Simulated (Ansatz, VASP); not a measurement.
# One calculation of C, two programs

Contents of INCAR:

```
PREC = Accurate
ENCUT = 520
EDIFF = 1E-6
ISMEAR = 0
SIGMA = 0.02
LREAL = False
LASPH = True
NELM = 100
ALGO = Normal
ISIF = 2
LWAVE = False
LCHARG = False
GGA = PS
IBRION = 2
NSW = 60
EDIFFG = -0.002
```

KPOINTS

```
Automatic mesh
0
Gamma
  9 9 6
```

The input POSCAR:

```
C
1.0
    2.4612466108      0.0000000000      0.0000000000
   -1.2306233054      2.1315020900      0.0000000000
    0.0000000000      0.0000000000      4.0732164437
C
4
Direct
    0.3333333333      0.6666666667      0.0000300285
    0.6666666667      0.3333333333      0.5000300285
    0.3333333333      0.6666666667      0.3739699715
    0.6666666667      0.3333333333      0.8739699715
```

Input for Ansatz:

```yaml
crystal:
  lattice:
    - [2.4612466108, 0.0, 0.0]
    - [-1.2306233054, 2.13150209, 0.0]
    - [0.0, 0.0, 4.0732164437]
  atoms:
    - { symbol: C, position: [0.3333333333, 0.6666666667, 3.00285e-05] }
    - { symbol: C, position: [0.6666666667, 0.3333333333, 0.5000300285] }
    - { symbol: C, position: [0.3333333333, 0.6666666667, 0.3739699715] }
    - { symbol: C, position: [0.6666666667, 0.3333333333, 0.8739699715] }
basis:
  ecutwfc: 420
kpoints:
  mp_grid: { grid: [9, 9, 6] }
hamiltonian:
  xc: pbesol
  pseudopotentials: { kind: paw, azcp: { folder: soft_1 } }
scf:
  occupations: { method: gaussian, width: 0.02 }
output:
  forces: true
  stress: true
  eigenvalues: true
relax:
  adjacent_minimum: "off"
  f_tol: 0.002
  max_steps: 40
```

Change from the starting cell: strained cell.

Alike in both runs: task relaxation of the atoms; functional PBEsol; k mesh 9 × 9 × 6; occupations gaussian, width 0.02 eV; no spin polarisation.

|  | VASP | Ansatz |
| --- | --- | --- |
| version | VASP 6.6.1 | Ansatz 0.2.0 |
| potentials or method | VASP PAW PBE potentials, release 64 (C), cutoff 520 eV | scalar-relativistic, plane waves, PAW |
| valence electrons in the cell | 16 | 16 |

```tsv
	VASP	Ansatz	Ansatz less VASP
gap on the k mesh at the Fermi level, each at its own relaxed structure (eV)	2.84	2.87	+0.023
```

VASP's potentials were made for PBE, not for PBEsol, and Ansatz warns of the same on its side. Ansatz's warnings: stress scf threshold loose.
